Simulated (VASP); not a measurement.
# Al2O3 (Pnnm) in VASP: a series of runs, part 2 of 2

VASP 6.6.1. The steps go on from the part before.

### Step 5. Single point, PBE (strain -0.040 along x and y, -0.080 along z)

INCAR

```
ALGO = Normal
EDIFF = 1E-6
ENCUT = 520
GGA = PE
ISIF = 2
ISMEAR = 0
LASPH = T
LCHARG = F
LREAL = F
LWAVE = F
NBANDS = 35
NELM = 100
PREC = Accurate
SIGMA = 0.05
```

KPOINTS

```
k-points
0
Gamma
  6 4 8
```

POSCAR

```
Al2O3
1.0
    4.5236895659      0.0000000000      0.0000000000
    0.0000000000      9.3153956864      0.0000000000
    0.0000000000      0.0000000000      2.7836547536
Al O
4 6
Direct
    0.4317423466      0.3295573566      0.5000000000
    0.5682576534      0.6704426434      0.5000000000
    0.9317423466      0.1704426434      0.0000000000
    0.0682576534      0.8295573566      0.0000000000
    0.7545470293      0.2269610254      0.5000000000
    0.0000000000      0.0000000000      0.0000000000
    0.7454529707      0.7269610254      0.0000000000
    0.2545470293      0.2730389746      0.0000000000
    0.2454529707      0.7730389746      0.5000000000
    0.5000000000      0.5000000000      0.5000000000
```

Potentials or basis: VASP PAW PBE potentials, release 64 (Al, O).

Run with:

```sh
$ cat potpaw_PBE.64/Al/POTCAR potpaw_PBE.64/O/POTCAR > POTCAR
$ mpirun -np 1 vasp_std > vasp.out
```

OUTCAR:

```text
EDIFF = 1E-6
   ENCUT = 520
   GGA = PE
   ISIF = 2
   ISMEAR = 0
   LASPH = T
   LREAL = F
   NELM = 100
   PREC = Accurate

 ion  position               nearest neighbor table
   1  0.432  0.330  0.500-  10 1.62   8 1.69   8 1.69   5 1.75   3 3.04   3 3.04   3 3.04   3 3.04
                             2 3.23
   2  0.568  0.670  0.500-  10 1.62   7 1.69   7 1.69   9 1.75   4 3.04   4 3.04   4 3.04   4 3.04
                             1 3.23
   3  0.932  0.170  0.000-   6 1.62   5 1.69   5 1.69   8 1.75   1 3.04   1 3.04   1 3.04   1 3.04
                             4 3.23
   4  0.068  0.830  0.000-   6 1.62   9 1.69   9 1.69   7 1.75   2 3.04   2 3.04   2 3.04   2 3.04
                             3 3.23
   5  0.755  0.227  0.500-   3 1.69   3 1.69   1 1.75
   6  0.000  0.000  0.000-   3 1.62   4 1.62
   7  0.745  0.727  0.000-   2 1.69   2 1.69   4 1.75
   8  0.255  0.273  0.000-   1 1.69   1 1.69   3 1.75
   9  0.245  0.773  0.500-   4 1.69   4 1.69   2 1.75
  10  0.500  0.500  0.500-   1 1.62   2 1.62

  LATTYP: Found a simple orthorhombic cell.
 ALAT       =     2.7836547536
 B/A-ratio  =     1.6250900224
 C/A-ratio  =     3.3464622990

[... 211 lines left out ...]
      4     -15.2828      2.00000
      5     -13.6388      2.00000
      6     -13.4682      2.00000
[... 901 lines left out ...]
     34      15.3731      0.00000
     35      15.3775      0.00000

 [... further k-points ...]

------------------------ aborting loop because EDIFF is reached ----------------------------------------

  FORCE on cell =-STRESS in cart. coord.  units (eV):
  Direction    XX          YY          ZZ          XY          YZ          ZX
  --------------------------------------------------------------------------------------
  -------------------------------------------------------------------------------------
  Total       18.0193709     22.8443902     31.7057781      0.0000000      0.0000000      0.0000000
  in kB      246.1165030    312.0187414    433.0514793      0.0000000      0.0000000      0.0000000
  external PRESSURE =     330.3955746 kB  Pullay stress =       0.0000000 kB

 VOLUME and BASIS-vectors are now :
 -----------------------------------------------------------------------------
  energy-cutoff  :      520.00
  volume of cell :      117.30
      direct lattice vectors                 reciprocal lattice vectors
     4.523689566  0.000000000  0.000000000     0.221058493  0.000000000  0.000000000
     0.000000000  9.315395686  0.000000000     0.000000000  0.107349171  0.000000000
     0.000000000  0.000000000  2.783654754     0.000000000  0.000000000  0.359239952

 POSITION                                       TOTAL-FORCE (eV/Angst)
 -----------------------------------------------------------------------------------
      1.95307      3.06996      1.39183         0.557171     -0.011981     -0.000000
      2.57062      6.24544      1.39183        -0.557171      0.011981      0.000000
      4.21491      1.58774      0.00000         0.557171      0.011981     -0.000000
      0.30878      7.72766      0.00000        -0.557171     -0.011981      0.000000
      3.41334      2.11423      1.39183        -1.099293      0.725186      0.000000
      0.00000      0.00000      0.00000         0.000000      0.000000      0.000000
      3.37220      6.77193      0.00000         1.099293      0.725186     -0.000000
      1.15149      2.54347      0.00000        -1.099293     -0.725186      0.000000
      1.11035      7.20116      1.39183         1.099293     -0.725186      0.000000
      2.26184      4.65770      1.39183         0.000000      0.000000      0.000000
 -----------------------------------------------------------------------------------
    total drift:                               -0.000000      0.000000      0.000000

  FREE ENERGIE OF THE ION-ELECTRON SYSTEM (eV)
  ---------------------------------------------------
  free  energy   TOTEN  =       -71.9945553480 eV

  energy  without entropy=      -71.9945553480  energy(sigma->0) =      -71.99455535
```

OSZICAR:

```text
N       E                     dE             d eps       ncg     rms          rms(c)
DAV:   1     0.260539331231E+03    0.26054E+03   -0.24112E+04  4200   0.125E+03
DAV:   2    -0.668710911183E+02   -0.32741E+03   -0.31325E+03  5424   0.287E+02
DAV:   3    -0.851186356229E+02   -0.18248E+02   -0.18171E+02  5348   0.712E+01
DAV:   4    -0.853064837516E+02   -0.18785E+00   -0.18775E+00  4968   0.816E+00
DAV:   5    -0.853093200842E+02   -0.28363E-02   -0.28360E-02  5227   0.100E+00    0.221E+01
DAV:   6    -0.721708099019E+02    0.13139E+02   -0.45109E+01  4600   0.353E+01    0.793E+00
DAV:   7    -0.720367108004E+02    0.13410E+00   -0.10843E+00  4954   0.518E+00    0.412E+00
DAV:   8    -0.719801674375E+02    0.56543E-01   -0.11564E-01  5056   0.243E+00    0.119E+00
DAV:   9    -0.719891916666E+02   -0.90242E-02   -0.43442E-02  4696   0.133E+00    0.332E-01
DAV:  10    -0.719926502997E+02   -0.34586E-02   -0.30433E-03  4608   0.291E-01    0.205E-01
DAV:  11    -0.719944852475E+02   -0.18349E-02   -0.18310E-03  4491   0.271E-01    0.451E-02
DAV:  12    -0.719945178099E+02   -0.32562E-04   -0.19335E-04  5160   0.860E-02    0.169E-02
DAV:  13    -0.719945507159E+02   -0.32906E-04   -0.61418E-05  4548   0.468E-02    0.102E-02
DAV:  14    -0.719945551083E+02   -0.43925E-05   -0.10030E-05  4680   0.213E-02    0.194E-03
DAV:  15    -0.719945553480E+02   -0.23964E-06   -0.60894E-07  3724   0.497E-03
   1 F= -.71994555E+02 E0= -.71994555E+02  d E =-.921611E-20
```

Wall time 2.5 min (1 thread of AMD EPYC 9R45 (Zen 5), shared host); peak memory 0.3 GiB.

What came out:

```yaml
Free_energy: -71.9946 eV
Pressure: 33.0 GPa
Largest_force: 1.317 eV/Å
Band_gap_on_the_k_mesh: 4.01 eV
```

Forces in eV/Å, atoms in the order of the input:
```
Al   0.557 -0.012  0.000
Al  -0.557  0.012  0.000
Al   0.557  0.012  0.000
Al  -0.557 -0.012  0.000
O   -1.099  0.725  0.000
O    0.000  0.000  0.000
O    1.099  0.725  0.000
O   -1.099 -0.725  0.000
O    1.099 -0.725  0.000
O    0.000  0.000  0.000
```

Caveat: the cell differs from its parent crystal (strain -0.040 along x and y, -0.080 along z); the stress differs along the axes, from 25 to 43 GPa; forces of over 1 eV/Å act on the atoms, so gaps and moduli don't describe the material at rest. A k mesh can miss the band edges.

### Step 6. The runs side by side

| cell | gap on the mesh (eV) | pressure (GPa) | largest force (eV/Å) |
| --- | --- | --- | --- |
| a = 4.335, b = 8.927, c = 2.784 Å, 10 atoms | 4.65 | 59.3 | 1.84 |
| a = 4.335, b = 8.927, c = 2.905 Å, 10 atoms | 4.72 | 46.0 | 3.03 |
| a = 4.335, b = 8.927, c = 3.026 Å, 10 atoms | 4.65 | 35.7 | 3.92 |
| a = 4.524, b = 9.315, c = 2.784 Å, 10 atoms | 4.01 | 33.0 | 1.32 |

Alike in all rows: task single point; level PBE; potentials or basis VASP PAW PBE potentials, release 64 (Al, O); no spin polarisation; k mesh 6 × 4 × 8; cutoff (eV) 520; smearing gaussian 0.05 eV.

Caveats: forces of over 1 eV/Å act on the atoms, so gaps and moduli don't describe the material at rest; the stress differs along the axes, from 47 to 74 GPa (at least some runs); the stress differs along the axes, from 31 to 68 GPa (at least some runs); the stress differs along the axes, from 12 to 64 GPa (at least some runs); the stress differs along the axes, from 25 to 43 GPa (at least some runs).

Total energies depend on the potentials used, so only differences within one code and one set of settings carry meaning.
